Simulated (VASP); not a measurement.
# NaCuH3 (P1) in VASP: relaxation of cell and atoms with PBE

Aim: the relaxation of cell and atoms of NaCuH3 with PBE.

Program: VASP 6.6.1. These are calculated values, not measurements. Logs are shortened: lines on timing, memory, paths and dates and some standing lists are left out, and cuts for length are marked.

## Step 1: The cell of the first run

The typed cell holds 10 atoms: a = 3.572 Å, b = 3.569 Å, c = 6.980 Å, α = 88.69°, β = 90.52°, γ = 93.11°.

## Step 2: Relaxation of cell and atoms, PBE

INCAR

```
PREC = Accurate
ENCUT = 600
EDIFF = 1E-7
ISMEAR = 0
SIGMA = 0.2
LREAL = F
LASPH = T
NELM = 100
ALGO = Normal
ISIF = 3
LWAVE = F
LCHARG = F
GGA = PE
IBRION = 2
NSW = 80
EDIFFG = -0.025
```

KPOINTS

```
Automatic mesh
0
Gamma
  6 6 4
```

POSCAR

```
NaCuH3
1.0
    3.5709098124     -0.0968500176     -0.0154870371
   -0.0968500176      3.5670691274      0.0400098175
   -0.0309740742      0.0800196351      6.9791014099
Na Cu H
2 2 6
Direct
   -0.0107242259      0.0072435537      0.0073738851
    0.0122288986      0.0009362411      0.4810162669
    0.4935849125      0.4876423366      0.2565302718
    0.4905543776      0.4875239664      0.7386965686
    0.0140363869      0.5669728043      0.2586122511
   -0.0501169569      0.4870404680      0.7773974181
    0.5475468435     -0.0380066935      0.2539948697
    0.4781610402      0.0293842756      0.7394748737
    0.5132748104      0.4573141858     -0.0061560243
    0.5114539131      0.5139488622      0.4930596194
```

Potentials or basis: VASP PAW PBE potentials, release 64 (Na_pv, Cu, H).

Run with:

```bash
$ cat potpaw_PBE.64/Na_pv/POTCAR potpaw_PBE.64/Cu/POTCAR potpaw_PBE.64/H/POTCAR > POTCAR
$ mpirun -np 1 vasp_std > vasp.out
```

OUTCAR:

```text
PREC = Accurate
   ENCUT = 600
   EDIFF = 1E-7
   ISMEAR = 0
   LREAL = F
   LASPH = T
   NELM = 100
   ISIF = 3
   GGA = PE
   IBRION = 2
   NSW = 80
   EDIFFG = -0.025

 ion  position               nearest neighbor table
   1  0.989  0.007  0.007-
   2  0.012  0.001  0.481-
   3  0.494  0.488  0.257-  10 1.66   7 1.69   5 1.75
   4  0.491  0.488  0.739-   8 1.63   6 1.66  10 1.72   9 1.78
   5  0.014  0.567  0.259-   3 1.75
   6  0.950  0.487  0.777-   4 1.66
   7  0.548  0.962  0.254-   3 1.69
   8  0.478  0.029  0.739-   4 1.63
   9  0.513  0.457  0.994-   4 1.78
  10  0.511  0.514  0.493-   3 1.66   4 1.72

  LATTYP: Found a triclinic cell.
 ALAT       =     3.5722565225
 B/A-ratio  =     2.1867815297
 C/A-ratio  =     0.9989786432
 COS(alpha) =     0.0044576101
 COS(beta)  =     0.0542778425
 COS(gamma) =     0.4491784983

  Lattice vectors:

 A1 = (   3.5709098124,  -0.0968500176,  -0.0154870371)
 A2 = (   3.5399357382,  -0.0168303825,   6.9636143728)
 A3 = (   0.0968500176,  -3.5670691274,  -0.0400098175)

Analysis of symmetry for initial positions (statically):
=====================================================================
 Subroutine PRICEL returns:
 Original cell was already a primitive cell.

 Routine SETGRP: Setting up the symmetry group for a
 triclinic supercell.

 Subroutine GETGRP returns: Found  1 space group operations
 (whereof  1 operations were pure point group operations)
 out of a pool of  2 trial point group operations.

The static configuration has the point symmetry C_1 .

Analysis of symmetry for dynamics (positions and initial velocities):
=====================================================================
 Subroutine PRICEL returns:
 Original cell was already a primitive cell.

 Routine SETGRP: Setting up the symmetry group for a
 triclinic supercell.

 Subroutine GETGRP returns: Found  1 space group operations
 (whereof  1 operations were pure point group operations)
 out of a pool of  2 trial point group operations.

The dynamic configuration has the point symmetry C_1 .

 Subroutine INISYM returns: Found  1 space group operations
 (whereof  1 operations are pure point group operations),
 and found     1 'primitive' translations

[... 130 lines left out ...]
     AMIX_MAG =   1.60;   BMIX_MAG =  1.00
  volume/ion in A,a.u.               =       8.88        59.94
  Fermi-wavevector in a.u.,A,eV,Ry     =   1.275427  2.410208 22.132790  1.626714
  Thomas-Fermi vector in A             =   2.408140
   LORBIT       =      0    0 simple, 1 ext, 2 COOP (PROOUT), +10 PAW based schemes
   GGA     = PE    functional components
   LHFCALC =     F    Hartree Fock is set to
   AEXX    =    0.0000 exact exchange contribution
   IVDW    =     0    specifies the selected vdW correction
   LEPSILON=     F    determine dielectric tensor
   LRPA    =     F    only Hartree local field effects (RPA)
 conjugate gradient relaxation of ions
 non-spin polarized calculation
 Gauss-broadening in eV      SIGMA  =   0.20
  energy-cutoff  :      600.00
  volume of cell :       88.82
 maximum number of plane-waves:      2988
 NGX is ok and might be reduce to    30
   NGX = 15   NGY = 15   NGZ = 27

--------------------------------------- Ionic step        1  -------------------------------------------

 number of electron      41.9999998 magnetization

 Free energy of the ion-electron system (eV)
  ---------------------------------------------------
  ext. energy  EPLUGINS =         0.00000000
  ---------------------------------------------------
  free energy    TOTEN  =       -30.12807498 eV

  energy without entropy =      -30.09890852  energy(sigma->0) =      -30.11349175

------------------------ aborting loop because EDIFF is reached ----------------------------------------

  FORCE on cell =-STRESS in cart. coord.  units (eV):
  Direction    XX          YY          ZZ          XY          YZ          ZX
  --------------------------------------------------------------------------------------
  -------------------------------------------------------------------------------------
  Total       -0.9736748     -0.6123287      0.7390873      1.3285086     -0.5181529      0.3121806
  in kB      -17.5637646    -11.0455750     13.3321273     23.9644833     -9.3467707      5.6313112
  external PRESSURE =      -5.0924041 kB  Pullay stress =       0.0000000 kB
[... 113 lines left out ...]
  FREE ENERGIE OF THE ION-ELECTRON SYSTEM (eV)
  ---------------------------------------------------
  free  energy   TOTEN  =       -30.5417923674 eV

  energy  without entropy=      -30.5165731719  energy(sigma->0) =      -30.52918277

[... ionic steps 4 to 9 ...]

--------------------------------------- Ionic step       10  -------------------------------------------

 number of electron      41.9999990 magnetization

------------------------ aborting loop because EDIFF is reached ----------------------------------------
[... 83 lines left out ...]
--------------------------------------- Ionic step       12  -------------------------------------------

 number of electron      41.9999994 magnetization

 Free energy of the ion-electron system (eV)
  ---------------------------------------------------
  ext. energy  EPLUGINS =         0.00000000
  ---------------------------------------------------
  free energy    TOTEN  =       -30.66568468 eV

  energy without entropy =      -30.64504934  energy(sigma->0) =      -30.65536701

 E-fermi :   3.1173     XC(G=0):  -9.8301

 val. band max:        3.0699302342   @ k =  -0.1667   0.1667   0.0000
 cond. band min:       3.1338131652   @ k =  -0.1667  -0.1667   0.2500
 fundamental gap:      0.0638829310
 Fermi energy:         3.1173412601

 k-point     1 :       0.0000    0.0000    0.0000
  band No.  band energies     occupation
      1     -20.8187      2.00000
      2     -20.7766      2.00000
      3     -20.7702      2.00000
      4     -20.7701      2.00000
      5     -20.7668      2.00000
      6     -20.7667      2.00000
[... 709 lines left out ...]
     26      10.0444      0.00000
     27      10.7534      0.00000

 [... further k-points ...]

------------------------ aborting loop because EDIFF is reached ----------------------------------------

  FORCE on cell =-STRESS in cart. coord.  units (eV):
  Direction    XX          YY          ZZ          XY          YZ          ZX
  --------------------------------------------------------------------------------------
  -------------------------------------------------------------------------------------
  Total        0.0071674      0.0309508      0.0356940      0.0095480     -0.0029629      0.0001861
  in kB        0.1331526      0.5749893      0.6631062      0.1773778     -0.0550439      0.0034572
  external PRESSURE =       0.4570827 kB  Pullay stress =       0.0000000 kB
[... 25 lines left out ...]
  FREE ENERGIE OF THE ION-ELECTRON SYSTEM (eV)
  ---------------------------------------------------
  free  energy   TOTEN  =       -30.6656846775 eV

  energy  without entropy=      -30.6450493390  energy(sigma->0) =      -30.65536701

 reached required accuracy - stopping structural energy minimisation
```

OSZICAR:

```text
N       E                     dE             d eps       ncg     rms          rms(c)
DAV:   1     0.359501612178E+03    0.35950E+03   -0.21453E+04  4104   0.229E+03
[... 138 lines left out ...]
DAV:   1    -0.306678978954E+02   -0.29807E-02   -0.46513E-01  5894   0.590E+00    0.404E-01
DAV:   2    -0.306670287090E+02    0.86919E-03   -0.24385E-02  5167   0.357E+00    0.227E-01
DAV:   3    -0.306658806079E+02    0.11481E-02   -0.54214E-03  5074   0.177E+00    0.110E-01
DAV:   4    -0.306657414694E+02    0.13914E-03   -0.93343E-04  6396   0.894E-01    0.621E-02
DAV:   5    -0.306656855831E+02    0.55886E-04   -0.37956E-04  6082   0.593E-01    0.113E-02
DAV:   6    -0.306656846800E+02    0.90312E-06   -0.36708E-05  6122   0.850E-02    0.529E-03
DAV:   7    -0.306656845980E+02    0.81955E-07   -0.43739E-06  6397   0.529E-02    0.200E-03
DAV:   8    -0.306656846775E+02   -0.79483E-07   -0.49785E-07  3832   0.219E-02
  12 F= -.30665685E+02 E0= -.30655367E+02  d E =-.767550E-03
```

CONTCAR:

```text
NaCuH3
   1.00000000000000
     3.4795815005816157   -0.0012000484674179    0.0000310229000434
    -0.0004365653918983    3.4771826971420365    0.0003048791459772
    -0.0002086878192624    0.0005207259317947    7.1280001409859262
  Na              Cu              H
     2     2     6
Direct
     0.0004021823406337    0.9990992455585249    0.0000993108976723
     0.9994365372837261    0.0004246738440237    0.5002391770891563
     0.5020902518446739    0.5005831424365540    0.2501545326222070
     0.4977901350604352    0.4992545751874742    0.7499899570909866
     0.0024470333659128    0.5008577507016444    0.2499239713677415
     0.9971735382077941    0.4980685628354878    0.7496160038270459
     0.5045168055852521    0.0004227653230086    0.2499495078464313
     0.4958526651705954    0.9995917203361865    0.7505239366310187
     0.4999161863600627    0.5016980389608408    0.9998101495473667
     0.5003746647809139    0.4999995250162588    0.4996934531803755

  0.00000000E+00  0.00000000E+00  0.00000000E+00
  0.00000000E+00  0.00000000E+00  0.00000000E+00
  0.00000000E+00  0.00000000E+00  0.00000000E+00
  0.00000000E+00  0.00000000E+00  0.00000000E+00
  0.00000000E+00  0.00000000E+00  0.00000000E+00
  0.00000000E+00  0.00000000E+00  0.00000000E+00
  0.00000000E+00  0.00000000E+00  0.00000000E+00
  0.00000000E+00  0.00000000E+00  0.00000000E+00
  0.00000000E+00  0.00000000E+00  0.00000000E+00
  0.00000000E+00  0.00000000E+00  0.00000000E+00
```

Run time: 18 min. Hardware: 1 thread of Intel Xeon 6975P-C (Granite Rapids), shared host; peak memory 0.37 GiB.

What came out:

- Free energy: -30.6657 eV
- Relaxed volume: 8.62 Å³/atom
- Relaxed cell: a = 3.480 Å, b = 3.477 Å, c = 7.128 Å, α = 89.99°, β = 90.00°, γ = 90.03°
- Space group after relaxing (to 0.1 Å): Pm-3m (No. 221)
- Energy gained by relaxing: 53.8 meV/atom
- Ionic steps: 12
- Pressure after relaxing: 0.0 GPa
- Largest force after relaxing: 0.021 eV/Å
- Band gap on the k mesh: zero (bands 21 and 22 overlap by 4.80 eV)

Forces on the atoms (eV/Å):
```
Na  -0.003  0.009 -0.001
Na   0.005 -0.004 -0.004
Cu  -0.002 -0.003 -0.013
Cu   0.002  0.009 -0.001
H   -0.011 -0.004  0.001
H    0.018  0.009  0.004
H   -0.020  0.003  0.001
H    0.015 -0.005 -0.008
H    0.000 -0.015  0.009
H   -0.005  0.001  0.011
```

Step by step:
| step | energy change (eV) | largest force (eV/Å) | pressure (GPa) | volume (Å³) |
| --- | --- | --- | --- | --- |
| 1 | 0.0000 | 0.8215 | -0.51 | 88.82 |
| 2 | -0.2052 | 0.6561 | -0.96 | 88.45 |
| 3 | -0.4137 | 0.5491 | -0.72 | 87.51 |
| 4 | -0.4726 | 0.3357 | -0.19 | 86.65 |
| 5 | -0.5066 | 0.1749 | 0.83 | 85.30 |
| 6 | -0.5203 | 0.1220 | 0.12 | 86.19 |
| 7 | -0.5228 | 0.1349 | -0.34 | 86.79 |
| 8 | -0.5311 | 0.0770 | -0.30 | 86.73 |
| 9 | -0.5348 | 0.0715 | -0.25 | 86.66 |
| 10 | -0.5368 | 0.0308 | 0.09 | 86.18 |
| 11 | -0.5368 | 0.0347 | 0.17 | 86.08 |
| 12 | -0.5376 | 0.0211 | 0.05 | 86.24 |

Final structure:
```xyz
10
Lattice="3.4796 -0.0012 0.0000 -0.0004 3.4772 0.0003 -0.0002 0.0005 7.1280" Properties=species:S:1:pos:R:3 pbc="T T T"
Na    0.0010    3.4741    0.0010
Na    3.4775    0.0005    3.5657
Cu    1.7468    1.7401    1.7833
Cu    1.7317    1.7358    5.3461
H     0.0082    1.7417    1.7816
H     3.4694    1.7311    5.3434
H     1.7555    0.0010    1.7817
H     1.7248    3.4756    5.3501
H     1.7391    1.7444    7.1268
H     1.7408    1.7382    3.5620
```

Levels at points of the mesh, in eV from the Fermi level:
```tsv
k point	band 18	band 19	band 20	band 21	band 22	band 23	band 24	band 25
(0.00, 0.00, 0.00)	-3.34	-3.18	1.77	2.04	2.48	4.57	5.07	5.09
(0.50, 0.00, 0.00)	-3.43	-3.33	-3.19	-2.47	2.32	3.34	6.20	6.72
(0.00, 0.50, 0.00)	-3.43	-3.33	-3.19	-2.47	2.32	3.34	6.20	6.71
(0.50, 0.50, 0.00)	-3.49	-3.47	-3.46	-3.40	-2.42	0.97	3.46	4.87
(0.00, 0.00, 0.50)	-3.37	-1.19	-1.19	2.24	2.24	5.67	5.67	5.69
(0.50, 0.00, 0.50)	-3.40	-3.20	-3.20	-0.21	-0.20	4.73	4.74	6.98
(0.00, 0.50, 0.50)	-3.40	-3.20	-3.20	-0.20	-0.20	4.73	4.74	6.98
(0.50, 0.50, 0.50)	-3.57	-3.46	-3.46	-2.56	-2.56	3.22	3.22	4.01
```

The gap in the log of VASP goes by the Fermi energy; the results here count the filled bands.